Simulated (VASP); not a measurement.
# MnHg (Pm-3m) in VASP: a series of runs

MnHg is run at these levels: PBE; tasks: single point.

All numbers are computed with VASP 6.6.1; they aren't measurements. Logs are shortened: lines on timing, memory, paths and dates and some standing lists are left out, and cuts for length are marked.

### Step 1. The cell of the first run

The structure is cubic, space group Pm-3m (No. 221). The conventional cell has a = 3.259 Å, b = 3.259 Å, c = 3.259 Å, α = 90.00°, β = 90.00°, γ = 90.00°. Within 3.7 Å of Mn (site symmetry m-3m) lie 8 Hg at 2.82 Å and 6 Mn at 3.26 Å. Within 3.7 Å of Hg (site symmetry m-3m) lie 8 Mn at 2.82 Å and 6 Hg at 3.26 Å.

### Step 2. Single point, PBE

File INCAR:

```
SYSTEM = MnHg
PREC     = Accurate       ! precision mode
ENCUT    = 520            ! plane-wave cutoff, eV
EDIFF    = 1E-7           ! SCF threshold, eV
ISMEAR   = -4             ! smearing method
SIGMA    = 0.1            ! smearing width, eV
LREAL    = .False.        ! projectors in reciprocal space
LASPH    = .True.         ! aspherical terms in the spheres
NELM     = 60             ! most SCF steps
ALGO     = Normal         ! electronic algorithm
ISIF     = 2              ! what is computed and relaxed
LWAVE    = .False.        ! write WAVECAR
LCHARG   = .False.        ! write CHGCAR
GGA      = PE             ! functional
NBANDS   = 20             ! bands
```

File KPOINTS:

```
regular mesh
0
Gamma
  10 10 10
  0 0 0
```

File POSCAR:

```
MnHg
1.0
    3.2588027028      0.0000000000      0.0000000000
    0.0000000000      3.2588027028      0.0000000000
    0.0000000000      0.0000000000      3.2588027028
Mn Hg
1 1
Direct
    0.5000000000      0.5000000000      0.5000000000
    0.0000000000      0.0000000000      0.0000000000
```

Potentials or basis: VASP PAW PBE potentials, release 64 (Mn_pv, Hg).

Command:

```bash
cat potpaw_PBE.64/Mn_pv/POTCAR potpaw_PBE.64/Hg/POTCAR > POTCAR
mpirun -np 1 vasp_std > vasp.out
```

OUTCAR:

```text
SYSTEM = MnHg
   PREC = Accurate
   ENCUT = 520
   EDIFF = 1E-7
   ISMEAR = -4
   LREAL = .False.
   LASPH = .True.
   NELM = 60
   ISIF = 2
   GGA = PE

 ion  position               nearest neighbor table
   1  0.500  0.500  0.500-   2 2.82   2 2.82   2 2.82   2 2.82   2 2.82   2 2.82   2 2.82   2 2.82

   2  0.000  0.000  0.000-   1 2.82   1 2.82   1 2.82   1 2.82   1 2.82   1 2.82   1 2.82   1 2.82

  LATTYP: Found a simple cubic cell.
 ALAT       =     3.2588027028

  Lattice vectors:

 A1 = (   3.2588027028,   0.0000000000,   0.0000000000)
 A2 = (   0.0000000000,   3.2588027028,   0.0000000000)
 A3 = (   0.0000000000,   0.0000000000,   3.2588027028)

Analysis of symmetry for initial positions (statically):
=====================================================================
 Subroutine PRICEL returns:
 Original cell was already a primitive cell.

 Routine SETGRP: Setting up the symmetry group for a
 simple cubic supercell.

 Subroutine GETGRP returns: Found 48 space group operations
 (whereof 48 operations were pure point group operations)
 out of a pool of 48 trial point group operations.

The static configuration has the point symmetry O_h .

Analysis of symmetry for dynamics (positions and initial velocities):
=====================================================================
 Subroutine PRICEL returns:
 Original cell was already a primitive cell.

 Routine SETGRP: Setting up the symmetry group for a
 simple cubic supercell.

 Subroutine GETGRP returns: Found 48 space group operations
 (whereof 48 operations were pure point group operations)
 out of a pool of 48 trial point group operations.

The dynamic configuration has the point symmetry O_h .

 Subroutine INISYM returns: Found 48 space group operations
 (whereof 48 operations are pure point group operations),
 and found     1 'primitive' translations

----------------------------------------------------------------------------------------

                                     Primitive cell

  volume of cell :      34.6078

  direct lattice vectors                    reciprocal lattice vectors
     3.258802703  0.000000000  0.000000000     0.306861167  0.000000000  0.000000000
     0.000000000  3.258802703  0.000000000     0.000000000  0.306861167  0.000000000
     0.000000000  0.000000000  3.258802703     0.000000000  0.000000000  0.306861167

  length of vectors
     3.258802703  3.258802703  3.258802703     0.306861167  0.306861167  0.306861167
[... 80 lines left out ...]
   LASPH  =      T    aspherical Exc in radial PAW
   ENCUT  =  520.0 eV  38.22 Ry    6.18 a.u.   6.06  6.06  6.06*2*pi/ulx,y,z
   NELM   =     60;   NELMIN=  2; NELMDL= -5     # of ELM steps
   EDIFF  = 0.1E-06   stopping-criterion for ELM
   LREAL  =      F    real-space projection
   EDIFFG = 0.1E-05   stopping-criterion for IOM
   NSW    =      0    number of steps for IOM
   IBRION =     -1    ionic relax: 0-MD 1-quasi-New 2-CG
   NFREE  =      0    steps in history (QN), initial steepest desc. (CG)
   ISIF   =      2    stress and relaxation
   ISYM   =      2    0-nonsym 1-usesym 2-fastsym
   POTIM  = 0.5000    time-step for ionic-motion
   TEBEG  =    0.0;   TEEND  =   0.0 temperature during run
   PSTRESS=    0.0 pullay stress
   NELECT =      25.0000    total number of electrons
   NUPDOWN=      -1.0000    fix difference up-down
   EMIN   =  10.00;   EMAX   =-10.00  energy-range for DOS
   EFERMI =   0.00;   METHOD = LEGACY
   ISMEAR =    -4;   SIGMA  =   0.10  broadening in eV -4-tet -1-fermi 0-gaus
   EFERMI_NEDOS =   21; number of points for ismear=-14 and -15
   IALGO  =     38    algorithm
   IMIX   =      4    mixing-type and parameters
     AMIX     =   0.40;   BMIX     =  1.00
     AMIX_MAG =   1.60;   BMIX_MAG =  1.00
  volume/ion in A,a.u.               =      17.30       116.77
  Fermi-wavevector in a.u.,A,eV,Ry     =   1.468915  2.775847 29.357458  2.157712
  Thomas-Fermi vector in A             =   2.584356
   LORBIT       =      0    0 simple, 1 ext, 2 COOP (PROOUT), +10 PAW based schemes
   GGA     = PE    functional components
   LHFCALC =     F    Hartree Fock is set to
   AEXX    =    0.0000 exact exchange contribution
   IVDW    =     0    specifies the selected vdW correction
   LEPSILON=     F    determine dielectric tensor
   LRPA    =     F    only Hartree local field effects (RPA)
 non-spin polarized calculation
 Fermi weights with tetrahedron method witout Bloechl corrections
  energy-cutoff  :      520.00
  volume of cell :       34.61
 maximum number of plane-waves:       952
   NGX = 13   NGY = 13   NGZ = 13

 number of electron      25.0000018 magnetization

 Free energy of the ion-electron system (eV)
  ---------------------------------------------------
  ext. energy  EPLUGINS =         0.00000000
  ---------------------------------------------------
  free energy    TOTEN  =        -7.14892379 eV

  energy without entropy =       -7.14892379  energy(sigma->0) =       -7.14892379

 E-fermi :   5.2628     XC(G=0): -12.0126

 val. band max:        5.3025752963   @ k =   0.1000   0.1000   0.0000
 cond. band min:       5.1869553485   @ k =   0.3000   0.3000   0.3000
 fundamental gap:     -0.1156199478
 Fermi energy:         5.2627686621

 k-point     1 :       0.0000    0.0000    0.0000
  band No.  band energies     occupation
      1     -42.4105      2.00000
      2     -42.4105      2.00000
      3     -42.4105      2.00000
      4      -3.9485      2.00000
      5      -2.6974      2.00000
      6      -2.6974      2.00000
[... 541 lines left out ...]
     19      18.5555      0.00000
     20      19.1031      0.00000

 [... further k-points ...]

------------------------ aborting loop because EDIFF is reached ----------------------------------------

  FORCE on cell =-STRESS in cart. coord.  units (eV):
  Direction    XX          YY          ZZ          XY          YZ          ZX
  --------------------------------------------------------------------------------------
  -------------------------------------------------------------------------------------
  Total       -2.3217207     -2.3217207     -2.3217207      0.0000000      0.0000000      0.0000000
  in kB     -107.4846270   -107.4846270   -107.4846270      0.0000000      0.0000000      0.0000000
  external PRESSURE =    -107.4846270 kB  Pullay stress =       0.0000000 kB

 VOLUME and BASIS-vectors are now :
 -----------------------------------------------------------------------------
  energy-cutoff  :      520.00
  volume of cell :       34.61
      direct lattice vectors                 reciprocal lattice vectors
     3.258802703  0.000000000  0.000000000     0.306861167  0.000000000  0.000000000
     0.000000000  3.258802703  0.000000000     0.000000000  0.306861167  0.000000000
     0.000000000  0.000000000  3.258802703     0.000000000  0.000000000  0.306861167

 POSITION                                       TOTAL-FORCE (eV/Angst)
 -----------------------------------------------------------------------------------
      1.62940      1.62940      1.62940         0.000000      0.000000      0.000000
      0.00000      0.00000      0.00000         0.000000      0.000000      0.000000
 -----------------------------------------------------------------------------------
    total drift:                                0.000000      0.000000     -0.000000

  FREE ENERGIE OF THE ION-ELECTRON SYSTEM (eV)
  ---------------------------------------------------
  free  energy   TOTEN  =        -7.1489237917 eV

  energy  without entropy=       -7.1489237917  energy(sigma->0) =       -7.14892379
```

OSZICAR:

```text
N       E                     dE             d eps       ncg     rms          rms(c)
DAV:   1     0.229197138257E+03    0.22920E+03   -0.14507E+04  2252   0.142E+03
DAV:   2    -0.107720970190E+01   -0.23027E+03   -0.22183E+03  2256   0.388E+02
DAV:   3    -0.816375635958E+01   -0.70865E+01   -0.70546E+01  2496   0.787E+01
DAV:   4    -0.821899217495E+01   -0.55236E-01   -0.55228E-01  2408   0.661E+00
DAV:   5    -0.821985166907E+01   -0.85949E-03   -0.85945E-03  2548   0.744E-01    0.110E+01
DAV:   6    -0.835847096939E+01   -0.13862E+00   -0.21750E+01  2408   0.332E+01    0.104E+01
DAV:   7    -0.719673917925E+01    0.11617E+01   -0.11273E+01  2452   0.259E+01    0.506E+00
DAV:   8    -0.715425494495E+01    0.42484E-01   -0.25664E-01  2320   0.394E+00    0.214E+00
DAV:   9    -0.714924343400E+01    0.50115E-02   -0.20461E-02  2452   0.130E+00    0.146E-01
DAV:  10    -0.714890886042E+01    0.33457E-03   -0.87497E-04  2404   0.360E-01    0.450E-02
DAV:  11    -0.714892256093E+01   -0.13701E-04   -0.10931E-04  2396   0.873E-02    0.286E-02
DAV:  12    -0.714892418457E+01   -0.16236E-05   -0.25022E-05  2352   0.567E-02    0.558E-03
DAV:  13    -0.714892376449E+01    0.42008E-06   -0.17777E-06  2468   0.154E-02    0.159E-03
DAV:  14    -0.714892379172E+01   -0.27231E-07   -0.22190E-08  1292   0.139E-03
   1 F= -.71489238E+01 E0= -.71489238E+01  d E =0.000000E+00
```

Run time: 28 s. Hardware: 1 thread of Intel Xeon 8259CL, shared host; peak memory 0.17 GiB.

Results:

* Free energy: -7.1489 eV
* Pressure: -10.7 GPa
* Band gap on the k mesh: zero (an odd number of electrons rules out a gap without spin polarisation)

Caveat: the cell stands under tension; spin-orbit coupling is left out, which moves the levels of the heavy elements; the run has no spin polarisation, though such a crystal can be magnetic; tetrahedron occupations give inexact forces and stress in metals.

### Step 3. Single point, PBE

This run uses another cell than the first one, of 18.21 Å³/atom.

File INCAR:

```
SYSTEM = MnHg
PREC = Accurate
ENCUT = 520
EDIFF = 1E-6
ISMEAR = -1
SIGMA = 0.1
LREAL = .False.
LASPH = .True.
NELM = 80
ALGO = Normal
ISIF = 2
LWAVE = .False.
LCHARG = .False.
GGA = PE
NBANDS = 20
```

File KPOINTS:

```
Automatic mesh
0
Gamma
  10 10 10
  0 0 0
```

File POSCAR:

```
MnHg
1.0
    3.3150000000      0.0000000000      0.0000000000
    0.0000000000      3.3150000000      0.0000000000
    0.0000000000      0.0000000000      3.3150000000
Mn Hg
1 1
Direct
    0.5000000000      0.5000000000      0.5000000000
    0.0000000000      0.0000000000      0.0000000000
```

Potentials or basis: VASP PAW PBE potentials, release 64 (Mn_pv, Hg).

Command:

```bash
cat potpaw_PBE.64/Mn_pv/POTCAR potpaw_PBE.64/Hg/POTCAR > POTCAR
mpirun -np 1 vasp_std > vasp.out
```

Wall time 62 s (1 thread of Intel Xeon 8259CL, shared host); peak memory 0.19 GiB.

The run converged. Its results:

- Free energy: -7.1159 eV
- Pressure: -13.8 GPa
- Band gap on the k mesh: zero (an odd number of electrons rules out a gap without spin polarisation)

Levels at points of the mesh, in eV from the Fermi level:
| k point | band 8 | band 9 | band 10 | band 11 | band 12 | band 13 | band 14 | band 15 | band 16 | band 17 |
| --- | --- | --- | --- | --- | --- | --- | --- | --- | --- | --- |
| (0.00, 0.00, 0.00) | -6.55 | -6.55 | -0.69 | -0.69 | 0.29 | 0.29 | 0.29 | 5.81 | 5.81 | 5.81 |
| (0.50, 0.00, 0.00) | -6.43 | -4.39 | -4.06 | -1.01 | -0.52 | -0.52 | 0.10 | 0.77 | 10.96 | 10.96 |
| (0.50, 0.50, 0.00) | -5.98 | -3.22 | -0.80 | -0.80 | -0.46 | 0.19 | 0.19 | 0.49 | 2.36 | 4.32 |
| (0.50, 0.50, 0.50) | -5.96 | -1.87 | -1.87 | -1.87 | 0.52 | 0.52 | 1.00 | 5.36 | 5.36 | 5.36 |

Caveat: the cell stands under tension; spin-orbit coupling is left out, which moves the levels of the heavy elements; the run has no spin polarisation, though such a crystal can be magnetic. Spin polarisation is off, so any magnetic state and its effect on volume and gap are missing.
